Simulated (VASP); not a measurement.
# WS2 in VASP: further runs, part 2 of 2

VASP 6.6.1. The steps go on from the part before.

## (3) Single point, PBEsol

This run uses another cell than the first one: it holds 9 atoms, not 15.

The input, INCAR:

```
SYSTEM = WS2
  ALGO = Normal
  DIPOL = 0.5 0.5 0.498
  EDIFF = 1E-6
  ENCUT = 520
  GGA = PS
  IDIPOL = 3
  ISIF = 2
  ISMEAR = 0
  ISYM = 0
  LASPH = .True.
  LCHARG = .False.
  LDIPOL = .True.
  LREAL = .False.
  LWAVE = .False.
  NBANDS = 49
  NELM = 100
  PREC = Accurate
  SIGMA = 0.05
```

The input, KPOINTS:

```
k-points
0
Gamma
  9 4 1
  0 0 0
```

The input, POSCAR:

```
WS2
1.0
    3.1476068045      0.0000000000      0.0000000000
   -1.5738034023      6.4349390115      0.0000000000
    0.0000000000      0.0000000000     23.5179716437
S W
6 3
Direct
    0.1414535900      0.2829071800      0.3614257270
    0.9004252594      0.8008505187      0.3802388718
    0.6713612265      0.3427224530      0.4761718251
    0.4303328959      0.8606657918      0.4949849698
    0.2066757929      0.4135705099      0.5928352428
    0.9564383814      0.9131055188      0.6126165568
    0.5308948236      0.0617896473      0.4090820769
    0.0610648095      0.1222307704      0.5250648535
    0.5890163075      0.1782317724      0.6308122821
```

Potentials or basis: VASP PAW PBE potentials, release 64 (S, W_sv).

On the command line:

```console
> cat potpaw_PBE.64/S/POTCAR potpaw_PBE.64/W_sv/POTCAR > POTCAR
> mpirun -np 1 vasp_std > vasp.out
```

Run time: 19 min. Hardware: 1 thread of Intel Xeon Platinum 8488C (Sapphire Rapids), shared host; peak memory 0.69 GiB.

The run converged. Its results:

```
Free energy            : -70.6340 eV
Largest force          : 0.715 eV/Å
Band gap on the k mesh : zero (bands 39 and 40 overlap by 0.27 eV)
```

Forces on the atoms (eV/Å):
```
S    0.001 -0.700  0.148
S   -0.004  0.643 -0.109
S    0.000 -0.174  0.140
S    0.000  0.243  0.131
S    0.000  0.015  0.013
S    0.000 -0.012  0.032
W    0.002 -0.017 -0.354
W    0.000  0.002  0.012
W    0.001  0.000 -0.012
```

Levels at points of the mesh, in eV from the Fermi level:
```
           k point  band 35  band 36  band 37  band 38  band 39  band 40  band 41  band 42  band 43  band 44
(0.00, 0.00, 0.00)    -1.24    -1.03    -0.86    -0.74    -0.27    -0.07     0.29     1.42     2.06     2.17
(0.00, 0.50, 0.00)    -1.45    -0.82    -0.70    -0.38    -0.21    -0.01     0.06     1.30     2.35     2.47
```

Caveat: the PAW data sets were made with another functional, which shifts forces and pressure a little; spin-orbit coupling is left out, which moves the levels of the heavy elements.

## (4) Single point, PBEsol

This run uses another cell than the first one: it holds 9 atoms, not 15.

The input, INCAR:

```
  ALGO = Normal
  DIPOL = 0.5 0.5 0.498
  EDIFF = 1E-6
  ENCUT = 520
  GGA = PS
  IDIPOL = 3
  ISIF = 2
  ISMEAR = 0
  LASPH = True
  LCHARG = False
  LDIPOL = True
  LREAL = False
  LWAVE = False
  NBANDS = 49
  NELM = 60
  PREC = Accurate
  SIGMA = 0.05
```

The input, KPOINTS:

```
k-points
0
Gamma
  9 4 1
```

POSCAR is that of step 3.

Potentials or basis: VASP PAW PBE potentials, release 64 (S, W_sv).

On the command line:

```console
> cat potpaw_PBE.64/S/POTCAR potpaw_PBE.64/W_sv/POTCAR > POTCAR
> mpirun -np 1 vasp_std > vasp.out
```

OUTCAR:

```text
EDIFF = 1E-6
   ENCUT = 520
   GGA = PS
   ISIF = 2
   ISMEAR = 0
   LASPH = True
   LREAL = False
   NELM = 60
   PREC = Accurate

 ion  position               nearest neighbor table
   1  0.141  0.283  0.361-   7 2.40   7 2.40
   2  0.900  0.801  0.380-   7 2.40   7 2.40
   3  0.671  0.343  0.476-   7 2.40   8 2.41   8 2.41
   4  0.430  0.861  0.495-   7 2.40   8 2.41   8 2.41
   5  0.207  0.414  0.593-   9 2.36   9 2.36   8 2.46
   6  0.956  0.913  0.613-   9 2.36   9 2.36   8 2.46
   7  0.531  0.062  0.409-   2 2.40   2 2.40   4 2.40   1 2.40   1 2.40   3 2.40   8 3.17   8 3.17

   8  0.061  0.122  0.525-   4 2.41   4 2.41   3 2.41   3 2.41   6 2.46   5 2.46   9 2.97   9 2.97
                             7 3.17   7 3.17
   9  0.589  0.178  0.631-   5 2.36   5 2.36   6 2.36   6 2.36   8 2.97   8 2.97

  LATTYP: Found a base centered orthorhombic cell.
 ALAT       =     3.1476068045
 B/A-ratio  =     4.0887819929
 C/A-ratio  =     7.4716993273

  Lattice vectors:

 A1 = (   1.5738034023,  -6.4349390115,   0.0000000000)
[... 222 lines left out ...]
      3     -75.3540      2.00000
      4     -40.0943      2.00000
      5     -40.0645      2.00000
      6     -39.8403      2.00000
[... 977 lines left out ...]
     48       2.6857      0.00000
     49       2.7700      0.00000

------------------------ aborting loop because EDIFF is reached ----------------------------------------

 vacuum level on the upper side and lower side of the slab       (xc-potential included)        -1.130         0.743

  FORCE on cell =-STRESS in cart. coord.  units (eV):
  Direction    XX          YY          ZZ          XY          YZ          ZX
  --------------------------------------------------------------------------------------
  -------------------------------------------------------------------------------------
  Total       -7.0294867     -3.6833221      0.4946987     -0.0334277      0.5798682      0.0036016
  in kB      -23.6433725    -12.3886936      1.6638975     -0.1124326      1.9503613      0.0121139
  external PRESSURE =     -11.4560562 kB  Pullay stress =       0.0000000 kB

 VOLUME and BASIS-vectors are now :
 -----------------------------------------------------------------------------
  energy-cutoff  :      520.00
  volume of cell :      476.35
      direct lattice vectors                 reciprocal lattice vectors
     3.147606805  0.000000000  0.000000000     0.317701690  0.077700814  0.000000000
    -1.573803402  6.434939012  0.000000000     0.000000000  0.155401628  0.000000000
     0.000000000  0.000000000 23.517971644     0.000000000  0.000000000  0.042520674

 POSITION                                       TOTAL-FORCE (eV/Angst)
 -----------------------------------------------------------------------------------
     -0.00000      1.82049      8.50000         0.000840     -0.699971      0.148184
      1.57380      5.15342      8.94245        -0.003760      0.642844     -0.109321
      1.57380      2.20540     11.19860         0.000224     -0.174127      0.139880
     -0.00000      5.53833     11.64104        -0.000076      0.242708      0.131138
     -0.00034      2.66130     13.94228        -0.000298      0.015206      0.012676
      1.57344      5.87578     14.40750        -0.000247     -0.011654      0.031574
      1.57380      0.39761      9.62078         0.002403     -0.017135     -0.353540
     -0.00016      0.78655     12.34846         0.000147      0.002157      0.011856
      1.57349      1.14691     14.83543         0.000766     -0.000028     -0.012446
 -----------------------------------------------------------------------------------
    total drift:                               -0.000029     -0.000127     -0.000699

  FREE ENERGIE OF THE ION-ELECTRON SYSTEM (eV)
  ---------------------------------------------------
  free  energy   TOTEN  =       -70.6340492702 eV

  energy  without entropy=      -70.6265240625  energy(sigma->0) =      -70.63028667

 vacuum level on the upper side and lower side of the slab         3.037         4.959
```

It took 19 min on 1 thread of Intel Xeon Platinum 8488C (Sapphire Rapids), shared host; peak memory 0.7 GiB.

What came out:

* Free energy: -70.6340 eV
* Largest force: 0.715 eV/Å
* Band gap on the k mesh: zero (bands 39 and 40 overlap by 0.27 eV)

Forces in eV/Å, atoms in the order of the input:
```
S    0.001 -0.700  0.148
S   -0.004  0.643 -0.109
S    0.000 -0.174  0.140
S    0.000  0.243  0.131
S    0.000  0.015  0.013
S    0.000 -0.012  0.032
W    0.002 -0.017 -0.354
W    0.000  0.002  0.012
W    0.001  0.000 -0.012
```

Levels at points of the mesh, in eV from the Fermi level:
```csv
k point,band 36,band 37,band 38,band 39,band 40,band 41,band 42,band 43
"(0.00, 0.00, 0.00)",-1.03,-0.86,-0.74,-0.27,-0.07,0.29,1.42,2.06
"(0.00, 0.50, 0.00)",-0.82,-0.70,-0.38,-0.21,-0.01,0.06,1.30,2.35
```

Caveat: the PAW data sets were made with another functional, which shifts forces and pressure a little; spin-orbit coupling is left out, which moves the levels of the heavy elements.
